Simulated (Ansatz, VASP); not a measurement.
Two plane-wave programs on Ge

The input INCAR:

```
ALGO = Fast
EDIFF = 1E-6
EDIFFG = -0.01
ENCUT = 600
GGA = PE
IBRION = 2
ISIF = 3
ISMEAR = 0
LASPH = T
LCHARG = F
LREAL = F
LWAVE = F
NELM = 60
NSW = 100
PREC = Accurate
SIGMA = 0.1
```

The input KPOINTS:

```
k-points
0
Gamma
  18 18 18
```

File POSCAR:

```
Ge
1.0
    4.0271387416      0.0000000000      0.0000000000
   -2.0135693708      3.4876044548      0.0000000000
    0.0000000000      0.0000000000      3.1673531485
Ge
2
Direct
    0.6666666667      0.3333333333      0.1793480017
    0.3333333333      0.6666666667      0.8206519983
```

Input for Ansatz:

```yaml
crystal:
  lattice:
    - [4.0271387416, 0.0, 0.0]
    - [-2.0135693708, 3.4876044548, 0.0]
    - [0.0, 0.0, 3.1673531485]
  atoms:
    - { symbol: Ge, position: [0.6666666667, 0.3333333333, 0.1793480017] }
    - { symbol: Ge, position: [0.3333333333, 0.6666666667, 0.8206519983] }
basis:
  ecutwfc: 420
kpoints:
  mp_grid: { grid: [18, 18, 18] }
hamiltonian:
  xc: pbe
scf:
  occupations: { method: gaussian, width: 0.1 }
output:
  forces: true
  stress: true
  eigenvalues: true
  write_density: true
  write_potential: true
  elf: true
  volumetric_format: npy
relax:
  adjacent_minimum: "off"
  f_tol: 0.01
  max_steps: 80
  cell: { stress_tol: 0.05 }
```

Alike in both runs: task relaxation of cell and atoms; functional PBE; k mesh 18 × 18 × 18; occupations gaussian, width 0.1 eV; no spin polarisation.

|  | VASP | Ansatz |
| --- | --- | --- |
| version | VASP 6.6.1 | Ansatz 0.2.0 |
| potentials or method | VASP PAW PBE potentials, release 64 (Ge_d), cutoff 600 eV | scalar-relativistic, plane waves, PAW |
| valence electrons in the cell | 28 | 28 |

VASP gave:

* gap on the k mesh at the Fermi level, each at its own relaxed structure (eV): none
* relaxed volume (Å³/atom): 22.22
* relaxed length of the cell vector where the two differ most in proportion (Å): 4.001

What did Ansatz give for the same quantities?

gap on the k mesh at the Fermi level, each at its own relaxed structure (eV): none; relaxed volume (Å³/atom): 22.39; relaxed length of the cell vector where the two differ most in proportion (Å): 4.019.

A gap of «none» marks a metal or a gap that the smearing closes.
